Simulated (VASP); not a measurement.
Wanted: the native input for a VASP 6.6.1 run.

* Task: single point
* Functional: PBE
* Potentials or basis: VASP PAW PBE potentials, release 64 (Na_pv, I)
* Cutoff: 500 eV
* k mesh: 6 × 6 × 6
* Occupations: gaussian, width 0.02 eV
* Spin: no spin polarisation
* Dipole correction: no
* Further INCAR settings: ALGO = Normal; EDIFF = 1e-06; NBANDS = 14

The structure of NaI (series) lies in POSCAR:

```
NaI
1.0
    0.0000000000      3.2364000000      3.2364000000
    3.2364000000      0.0000000000      3.2364000000
    3.2364000000      3.2364000000      0.0000000000
Na I
1 1
Direct
    0.0000000000      0.0000000000      0.0000000000
    0.5000000000      0.5000000000      0.5000000000
```

These files were run (other wordings do the same):

INCAR

```
ALGO = Normal
EDIFF = 1E-6
ENCUT = 500
GGA = PE
GGA_COMPAT = F
ISIF = 2
ISMEAR = 0
LASPH = T
LCHARG = F
LREAL = F
LWAVE = F
NBANDS = 14
NELM = 120
PREC = Accurate
SIGMA = 0.02
```

KPOINTS

```
k-points
0
Gamma
  6 6 6
```

Potentials or basis: VASP PAW PBE potentials, release 64 (Na_pv, I).

Run with:

```sh
$ cat potpaw_PBE.64/Na_pv/POTCAR potpaw_PBE.64/I/POTCAR > POTCAR
$ mpirun -np 1 vasp_std > vasp.out
```

Results of the run:

| Item | Value |
| --- | --- |
| Pressure | 0.4 GPa |
| Band gap on the k mesh | 3.64 eV, direct |

Caveat: spin-orbit coupling is left out, which moves the levels of the heavy elements.

Run time: 35 s on 1 thread of AMD EPYC 7R13, with other jobs on the host, peak memory 0.17 GiB.
